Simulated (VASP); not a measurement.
# ZnS (Pm) in VASP: further runs

Runs on ZnS. Level: r2SCAN. Tasks: single point.

Program: VASP 6.6.1. These are calculated values, not measurements. Logs are shortened: lines on timing, memory, paths and dates and some standing lists are left out, and cuts for length are marked.

## (1) The cell of the first run

It takes space group Pm (No. 6, monoclinic). The conventional cell has a = 6.246 Å, b = 3.807 Å, c = 6.593 Å, α = 90.00°, β = 90.00°, γ = 90.00°. Zn (site symmetry m) has 4 S at 2.30 to 2.37 Å within 3.0 Å. Zn (site symmetry m) has 4 S at 2.29 to 2.34 Å within 3.0 Å. Within 3.0 Å of Zn (site symmetry m) lie 4 S at 2.30 to 2.38 Å. Within 3.1 Å of Zn (site symmetry m) lie 4 S at 2.33 to 2.38 Å. S (site symmetry m) has 4 Zn at 2.30 to 2.38 Å within 3.0 Å. S (site symmetry m) has 4 Zn at 2.30 to 2.35 Å within 3.0 Å. Within 3.0 Å of S (site symmetry m) lie 4 Zn at 2.29 to 2.38 Å. S (site symmetry m) has 4 Zn at 2.32 to 2.37 Å within 3.1 Å.

## (2) Single point, r2SCAN (atoms displaced along a vibrational mode)

Input file POSCAR:

```
ZnS
1.0
   -3.8067217533      0.0000000000      0.0000000000
    0.0000000000      0.0000000000     -6.2457351331
    0.0000000000     -6.5934354870      0.0000000000
Zn S
4 4
Direct
    0.5000000000      0.9932007514      0.1670949547
    0.0000000000      0.9954014635      0.6662389084
    0.0000000000      0.4960231072      0.3337616213
    0.5000000000      0.4938223951      0.8329055750
    0.5000000000      0.6256847278      0.1712933828
    0.0000000000      0.6203880707      0.6620388703
    0.0000000000      0.1150914136      0.3379600494
    0.5000000000      0.1203880707      0.8287055369
```

Input file INCAR.step1:

```
ALGO = Normal ; EDIFF = 1E-4
ENCUT = 520 ; GGA = PE
ISMEAR = 0 ; LASPH = T
LCHARG = F ; LREAL = F
LWAVE = T ; NBANDS = 46
NELM = 100 ; PREC = Accurate
SIGMA = 0.05
```

Input file INCAR.step2:

```
ALGO = Normal ; EDIFF = 1E-7
ENCUT = 520 ; ISIF = 2
ISMEAR = 0 ; ISTART = 1
LASPH = T ; LCHARG = T
LELF = T ; LMIXTAU = T
LREAL = F ; LVHAR = T
LWAVE = F ; METAGGA = R2SCAN
NBANDS = 46 ; NELM = 100
PREC = Accurate ; SIGMA = 0.05
```

Input file KPOINTS:

```
k-points
0
Gamma
  6 4 4
```

Potentials or basis: VASP PAW PBE potentials, release 64 (Zn, S).

Started as:

```
cat potpaw_PBE.64/Zn/POTCAR potpaw_PBE.64/S/POTCAR > POTCAR
cp INCAR.step1 INCAR
mpirun -np 1 vasp_std > vasp.out
cp INCAR.step2 INCAR
mpirun -np 1 vasp_std > vasp.out
```

OUTCAR:

```text
EDIFF = 1E-7
   ENCUT = 520
   ISIF = 2
   ISMEAR = 0
   ISTART = 1
   LASPH = T
   LREAL = F
   METAGGA = R2SCAN
   NELM = 100
   PREC = Accurate

 ion  position               nearest neighbor table
   1  0.500  0.993  0.167-   5 2.30   7 2.34   7 2.34   8 2.37
   2  0.000  0.995  0.666-   7 2.29   8 2.32   8 2.32   6 2.34
   3  0.000  0.496  0.334-   6 2.30   5 2.33   5 2.33   7 2.38
   4  0.500  0.494  0.833-   8 2.33   6 2.35   6 2.35   5 2.38
   5  0.500  0.626  0.171-   1 2.30   3 2.33   3 2.33   4 2.38
   6  0.000  0.620  0.662-   3 2.30   2 2.34   4 2.35   4 2.35
   7  0.000  0.115  0.338-   2 2.29   1 2.34   1 2.34   3 2.38
   8  0.500  0.120  0.829-   2 2.32   2 2.32   4 2.33   1 2.37

  LATTYP: Found a simple orthorhombic cell.
 ALAT       =     3.8067217533
 B/A-ratio  =     1.6407122816
 C/A-ratio  =     1.7320508076

  Lattice vectors:

 A1 = (  -3.8067217533,   0.0000000000,   0.0000000000)
 A2 = (   0.0000000000,   0.0000000000,  -6.2457351331)
 A3 = (   0.0000000000,  -6.5934354870,   0.0000000000)

Analysis of symmetry for initial positions (statically):
=====================================================================
 Subroutine PRICEL returns:
 Original cell was already a primitive cell.

 Routine SETGRP: Setting up the symmetry group for a
 simple orthorhombic supercell.

 Subroutine GETGRP returns: Found  2 space group operations
 (whereof  2 operations were pure point group operations)
 out of a pool of  8 trial point group operations.

The static configuration has the point symmetry C_1h.

Analysis of symmetry for dynamics (positions and initial velocities):
=====================================================================
 Subroutine PRICEL returns:
 Original cell was already a primitive cell.

 Routine SETGRP: Setting up the symmetry group for a
 simple orthorhombic supercell.

 Subroutine GETGRP returns: Found  2 space group operations
 (whereof  2 operations were pure point group operations)
 out of a pool of  8 trial point group operations.

The dynamic configuration has the point symmetry C_1h.

 Subroutine INISYM returns: Found  2 space group operations
 (whereof  2 operations are pure point group operations),
 and found     1 'primitive' translations

----------------------------------------------------------------------------------------

                                     Primitive cell
[... 102 lines left out ...]
   NELM   =    100;   NELMIN=  2; NELMDL=  0     # of ELM steps
   EDIFF  = 0.1E-06   stopping-criterion for ELM
   LREAL  =      F    real-space projection
   EDIFFG = 0.1E-05   stopping-criterion for IOM
   NSW    =      0    number of steps for IOM
   IBRION =     -1    ionic relax: 0-MD 1-quasi-New 2-CG
   NFREE  =      0    steps in history (QN), initial steepest desc. (CG)
   ISIF   =      2    stress and relaxation
   ISYM   =      2    0-nonsym 1-usesym 2-fastsym
   POTIM  = 0.5000    time-step for ionic-motion
   TEBEG  =    0.0;   TEEND  =   0.0 temperature during run
   PSTRESS=    0.0 pullay stress
   NELECT =      72.0000    total number of electrons
   NUPDOWN=      -1.0000    fix difference up-down
   EMIN   =  10.00;   EMAX   =-10.00  energy-range for DOS
   EFERMI =   0.00;   METHOD = LEGACY
   ISMEAR =     0;   SIGMA  =   0.05  broadening in eV -4-tet -1-fermi 0-gaus
   EFERMI_NEDOS =   21; number of points for ismear=-14 and -15
   IALGO  =     38    algorithm
   IMIX   =      4    mixing-type and parameters
     AMIX     =   0.40;   BMIX     =  1.00
     AMIX_MAG =   1.60;   BMIX_MAG =  1.00
  volume/ion in A,a.u.               =      19.60       132.24
  Fermi-wavevector in a.u.,A,eV,Ry     =   1.263097  2.386908 21.706940  1.595415
  Thomas-Fermi vector in A             =   2.396472
   LORBIT       =      0    0 simple, 1 ext, 2 COOP (PROOUT), +10 PAW based schemes
   METAGGA = R2SCAN    functional components
   LHFCALC =     F    Hartree Fock is set to
   AEXX    =    0.0000 exact exchange contribution
   IVDW    =     0    specifies the selected vdW correction
   LEPSILON=     F    determine dielectric tensor
   LRPA    =     F    only Hartree local field effects (RPA)
 non-spin polarized calculation
 Gauss-broadening in eV      SIGMA  =   0.05
  energy-cutoff  :      520.00
  volume of cell :      156.76
 maximum number of plane-waves:      4248
   NGX = 15   NGY = 23   NGZ = 25

 number of electron      71.9999995 magnetization

 Free energy of the ion-electron system (eV)
  ---------------------------------------------------
  ext. energy  EPLUGINS =         0.00000000
  ---------------------------------------------------
  free energy    TOTEN  =       -75.40139737 eV

  energy without entropy =      -75.40139737  energy(sigma->0) =      -75.40139737

 E-fermi :   2.1873     XC(G=0): -10.3106

 val. band max:        1.9173521583   @ k =   0.0000   0.0000   0.0000
 cond. band min:       4.6947659651   @ k =   0.0000   0.0000   0.0000
 fundamental gap:      2.7774138068
 Fermi energy:         2.1872836501

 k-point     1 :       0.0000    0.0000    0.0000
  band No.  band energies     occupation
      1     -11.8399      2.00000
      2     -10.9150      2.00000
      3     -10.8507      2.00000
      4     -10.5545      2.00000
      5      -4.6273      2.00000
      6      -4.6122      2.00000
[... 1165 lines left out ...]
     45       9.2116      0.00000
     46       9.2671      0.00000

 [... further k-points ...]
[... 5 lines left out ...]
  --------------------------------------------------------------------------------------
  -------------------------------------------------------------------------------------
  Total        0.1463237      0.1503163      0.1384428      0.0000000      0.0020233      0.0000000
  in kB        1.4954734      1.5362798      1.4149287      0.0000000      0.0206788      0.0000000
  external PRESSURE =       1.4822273 kB  Pullay stress =       0.0000000 kB

 VOLUME and BASIS-vectors are now :
 -----------------------------------------------------------------------------
  energy-cutoff  :      520.00
  volume of cell :      156.76
      direct lattice vectors                 reciprocal lattice vectors
    -3.806721753  0.000000000  0.000000000    -0.262693221  0.000000000  0.000000000
     0.000000000  0.000000000 -6.245735133     0.000000000  0.000000000 -0.160109255
     0.000000000 -6.593435487  0.000000000     0.000000000 -0.151666002  0.000000000

 POSITION                                       TOTAL-FORCE (eV/Angst)
 -----------------------------------------------------------------------------------
     -1.90336     -1.10173     -6.20327         0.000000      0.085081     -0.257618
      0.00000     -4.39280     -6.21701         0.000000     -0.076586      0.149086
      0.00000     -2.20064     -3.09803         0.000000      0.067209      0.229347
     -1.90336     -5.49171     -3.08428         0.000000     -0.078087     -0.126599
     -1.90336     -1.12941     -3.90786         0.000000      0.389727      0.462811
      0.00000     -4.36511     -3.87478         0.000000     -0.433487     -0.008649
      0.00000     -2.22832     -0.71883         0.000000      0.446955     -0.441471
     -1.90336     -5.46402     -0.75191         0.000000     -0.400813     -0.006907
 -----------------------------------------------------------------------------------
    total drift:                               -0.000000     -0.003663      0.027526

  FREE ENERGIE OF THE ION-ELECTRON SYSTEM (eV)
  ---------------------------------------------------
  free  energy   TOTEN  =       -75.4013973663 eV

  energy  without entropy=      -75.4013973663  energy(sigma->0) =      -75.40139737
```

OSZICAR.step1:

```text
N       E                     dE             d eps       ncg     rms          rms(c)
DAV:   1     0.594991404177E+03    0.59499E+03   -0.33114E+04  3680   0.190E+03
DAV:   2     0.527691161880E+02   -0.54222E+03   -0.52092E+03  3680   0.439E+02
DAV:   3    -0.251483632873E+02   -0.77917E+02   -0.76836E+02  4062   0.154E+02
DAV:   4    -0.289666131868E+02   -0.38182E+01   -0.38036E+01  4498   0.341E+01
DAV:   5    -0.290240919137E+02   -0.57479E-01   -0.57456E-01  4248   0.429E+00    0.141E+01
DAV:   6    -0.272654838083E+02    0.17586E+01   -0.35870E+00  5606   0.418E+01    0.108E+01
DAV:   7    -0.273511798997E+02   -0.85696E-01   -0.42931E+00  4070   0.807E+00    0.478E+00
DAV:   8    -0.273026606653E+02    0.48519E-01   -0.26352E-01  4656   0.533E+00    0.169E+00
DAV:   9    -0.273043582968E+02   -0.16976E-02   -0.54303E-02  4736   0.319E+00    0.406E-01
DAV:  10    -0.273047765469E+02   -0.41825E-03   -0.48095E-03  4448   0.120E+00    0.236E-01
DAV:  11    -0.273050905513E+02   -0.31400E-03   -0.67507E-04  4104   0.388E-01    0.108E-01
DAV:  12    -0.273053246644E+02   -0.23411E-03   -0.46478E-04  3648   0.141E-01    0.590E-02
DAV:  13    -0.273053159460E+02    0.87185E-05   -0.23360E-05  2412   0.891E-02
   1 F= -.27305316E+02 E0= -.27305316E+02  d E =-.328664E-12
```

Run time: 10 min. Hardware: 1 thread of Intel Xeon 6975P-C (Granite Rapids), shared host; peak memory 0.39 GiB.

What came out:

```
Free energy            : -75.4014 eV
Pressure               : 0.1 GPa
Largest force          : 0.628 eV/Å
Band gap on the k mesh : 2.78 eV
```

Forces on the atoms (eV/Å):
```
Zn   0.000  0.085 -0.258
Zn   0.000 -0.077  0.149
Zn   0.000  0.067  0.229
Zn   0.000 -0.078 -0.127
S    0.000  0.390  0.463
S    0.000 -0.433 -0.009
S    0.000  0.447 -0.441
S    0.000 -0.401 -0.007
```

Caveat: the cell differs from its parent crystal (atoms displaced along a vibrational mode); the PAW data sets were made with another functional, which shifts forces and pressure a little.

## (3) Single point, r2SCAN (atoms displaced along a vibrational mode)

Input file POSCAR:

```
ZnS
1.0
   -3.8067217533      0.0000000000      0.0000000000
    0.0000000000      0.0000000000     -6.2457351331
    0.0000000000     -6.5934354870      0.0000000000
Zn S
4 4
Direct
    0.5000000000      0.9941415367      0.1668094294
    0.0000000000      0.9948751074      0.6665240806
    0.0000000000      0.4950823219      0.3334760960
    0.5000000000      0.4943487512      0.8331907472
    0.5000000000      0.6221536231      0.1682089054
    0.0000000000      0.6203880707      0.6651240679
    0.0000000000      0.1186225183      0.3348755720
    0.5000000000      0.1203880707      0.8317907345
```

Input file INCAR.step1:

```
  PREC = Accurate
  ENCUT = 520
  ISMEAR = 0
  SIGMA = 0.05
  LREAL = F
  LASPH = T
  NELM = 80
  NBANDS = 46
  GGA = PE
  ALGO = Normal
  EDIFF = 1E-4
  LWAVE = T
  LCHARG = F
```

Input file INCAR.step2:

```
  PREC = Accurate
  ENCUT = 520
  EDIFF = 1E-6
  ISMEAR = 0
  SIGMA = 0.05
  LREAL = F
  LASPH = T
  NELM = 80
  ALGO = Normal
  ISIF = 2
  LWAVE = F
  LCHARG = F
  METAGGA = R2SCAN
  LMIXTAU = T
  NBANDS = 46
  ISTART = 1
```

Input file KPOINTS:

```
Automatic mesh
0
Gamma
  6 4 4
```

Potentials or basis: VASP PAW PBE potentials, release 64 (Zn, S).

Started as:

```
cat potpaw_PBE.64/Zn/POTCAR potpaw_PBE.64/S/POTCAR > POTCAR
cp INCAR.step1 INCAR
mpirun -np 1 vasp_std > vasp.out
cp INCAR.step2 INCAR
mpirun -np 1 vasp_std > vasp.out
```

It took 8.6 min on 1 thread of Intel Xeon 6975P-C (Granite Rapids), shared host; peak memory 0.39 GiB.

It converged, with:

- Free energy: -75.4403 eV
- Pressure: 0.1 GPa
- Largest force: 0.209 eV/Å
- Band gap on the k mesh: 2.78 eV

Forces in eV/Å, atoms in the order of the input:
```
Zn   0.000  0.049 -0.079
Zn   0.000 -0.003  0.050
Zn   0.000  0.001  0.083
Zn   0.000 -0.048 -0.042
S    0.000  0.134  0.148
S    0.000 -0.142 -0.004
S    0.000  0.144 -0.152
S    0.000 -0.135 -0.004
```

Stress tensor (GPa, compression positive):
```
0.12 0.00 0.00
0.00 0.02 0.00
0.00 0.00 0.04
```

Levels at points of the mesh, in eV from the valence-band top:
```
           k point  band 34  band 35  band 36  band 37  band 38  band 39
(0.00, 0.00, 0.00)    -0.09     0.00     0.00     2.78     3.62     4.04
(0.50, 0.00, 0.00)    -1.69    -1.61    -1.57     5.02     5.02     5.80
(0.00, 0.50, 0.00)    -0.49    -0.47    -0.47     3.95     3.97     4.11
(0.50, 0.50, 0.00)    -1.51    -1.50    -1.49     4.89     4.92     4.94
(0.00, 0.00, 0.50)    -0.64    -0.48    -0.45     4.46     4.46     4.55
(0.50, 0.00, 0.50)    -1.71    -0.92    -0.91     4.03     4.05     4.74
(0.00, 0.50, 0.50)    -1.13    -1.10    -1.09     4.71     4.72     4.76
(0.50, 0.50, 0.50)    -1.66    -1.65    -1.64     3.94     3.95     3.97
```

Caveat: the cell differs from its parent crystal (atoms displaced along a vibrational mode); the PAW data sets were made with another functional, which shifts forces and pressure a little.

(Continued in part 2 of 2.)
